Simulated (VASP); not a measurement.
Write the native input for VASP 6.6.1 that does the following.

| Property | Result |
| --- | --- |
| Task | single point |
| Functional | PBE |
| Potentials or basis | VASP PAW PBE potentials, release 64 (O, Si) |
| Cutoff | 520 eV |
| k mesh | 1 × 1 × 1 |
| Occupations | gaussian, width 0.05 eV |
| Spin | collinear spin |
| Dipole correction | no |
| Further INCAR settings | LREAL = Auto; ALGO = Normal; EDIFF = 1e-06; NBANDS = 171 |

The structure of Si63O (a cell with a defect) lies in POSCAR:

```
Si63O
1.0
    6.6508880000      6.6508890000      3.8447710000
   -9.9763330000      3.3254440000      1.9223860000
    3.3254440000     -9.9763330000      9.6119280000
O Si
1 63
Direct
    0.0647094852      0.8340418455      0.9328723092
    0.3739030771      0.7088645418      0.7069703399
    0.1387520618      0.7098138989      0.2067775974
    0.6337649303      0.4555770129      0.4552133670
    0.8908974077      0.2001436830      0.2015738937
    0.3847747238      0.4566118874      0.9558595965
    0.6358408479      0.2007881429      0.7071365263
    0.1331623384      0.4567328548      0.4555222219
    0.3903288288      0.2127070186      0.2011953870
    0.1336840405      0.2002841826      0.7021559170
    0.8853800338      0.9553326758      0.4482397933
    0.6382716068      0.9648222636      0.9566807322
    0.8760877485      0.6991029173      0.7069588210
    0.3837729140      0.9559118154      0.4626968298
    0.6314914728      0.7141114051      0.2024983596
    0.8847261412      0.4569438373      0.9544331730
    0.1192690526      0.5521445963      0.0458565418
    0.3652790832      0.2950123874      0.7958065579
    0.6209852519      0.0458038128      0.5465624138
    0.1220784160      0.2972602934      0.2970784170
    0.3494890891      0.0634570093      0.0344141266
    0.1160198158      0.0443859180      0.5415931193
    0.8708506844      0.8013113431      0.2847357993
    0.6096563305      0.7995029996      0.7954815669
    0.8666304129      0.5449395951      0.5464145346
    0.3692131358      0.8022436189      0.3007551128
    0.6148096776      0.5465177557      0.0477058978
    0.0950197456      0.7783543791      0.8146680394
    0.3662892266      0.5508834077      0.5476196935
    0.8706884551      0.2885689535      0.7999471697
    0.6237704216      0.3010236051      0.2943040982
    0.8815818085      0.0436358199      0.0392487364
    0.0733571552      0.1384849374      0.9630176020
    0.2767205670      0.8870515481      0.7215399653
    0.5484109070      0.6383534120      0.4583411625
    0.0554688385      0.8862856957      0.1920051783
    0.3000327544      0.6391586467      0.9568287409
    0.0441361711      0.6378177284      0.4564944350
    0.8045371037      0.3855672009      0.2047938222
    0.5418826010      0.3793687153      0.7041844549
    0.7944483234      0.1345375052      0.4530625470
    0.3008080157      0.3946207266      0.2095827837
    0.5480696605      0.1438693904      0.9578543316
    0.0415336432      0.3768211067      0.7051512256
    0.2961581676      0.1331639179      0.4529859718
    0.7973750647      0.8846438644      0.7080855288
    0.5359382491      0.8921040126      0.2030712452
    0.7836678172      0.6271675189      0.9517896317
    0.2007572693      0.6081224675      0.7961592928
    0.4535199980      0.3663716931      0.5444698812
    0.7071733868      0.1180674999      0.2922774269
    0.2087713647      0.3748953551      0.0494837190
    0.4541637864      0.1159944818      0.7962299174
    0.2132853713      0.1173236351      0.2907593773
    0.9615309908      0.8516697440      0.0229417250
    0.7139119358      0.8686796253      0.5456090872
    0.9580060270      0.6214154387      0.2943747191
    0.4451963478      0.8814304394      0.0420640841
    0.6928801746      0.6133627335      0.7932519626
    0.2018151625      0.8683125548      0.5542611671
    0.4615472508      0.6257455348      0.2989744991
    0.9552482608      0.3653977272      0.5457032553
    0.7105540486      0.3727135470      0.0478092644
    0.9699676797      0.1109788796      0.8006522884
```

The input as run:

INCAR

```
PREC = Accurate
ENCUT = 520
EDIFF = 1E-6
ISMEAR = 0
SIGMA = 0.05
LREAL = Auto
LASPH = T
NELM = 150
ALGO = Normal
ISIF = 2
LWAVE = F
LCHARG = F
ISPIN = 2
MAGMOM = 0.5 0 0 0 0 0 0 0 0 0 0 0 0 0 0 0 0 0 0 0 0.5 0 0 0 0 0 0 0.5 0 0 0 0 0.5 0 0 0 0 0 0 0 0 0 0 0 0 0 0 0 0 0 0 0 0 0 0.5 0 0 0 0 0 0 0 0 0
LORBIT = 11
GGA = PE
NBANDS = 171
```

KPOINTS

```
regular mesh
0
Gamma
  1 1 1
```

Potentials or basis: VASP PAW PBE potentials, release 64 (O, Si).

Command:

```console
$ cat potpaw_PBE.64/O/POTCAR potpaw_PBE.64/Si/POTCAR > POTCAR
$ mpirun -np 1 vasp_gam > vasp.out
```

Results of the run:

* Pressure: 0.2 GPa
* Largest force: 0.052 eV/Å
* Band gap on the k mesh: 0.87 eV
* Net moment: 0.00 μB per cell
* Valence electrons inside the program's atomic spheres: O 5.14; Si 1.68, 1.69, 1.66, 1.67, 1.60, 1.65, 1.70, 1.59, 1.63, 1.64 (each value once)

Caveat: the k points lie up to 0.67 Å⁻¹ apart.

It took 40 min on 1 thread of Intel Xeon 8259CL, with other jobs on the host, peak memory 1.6 GiB.
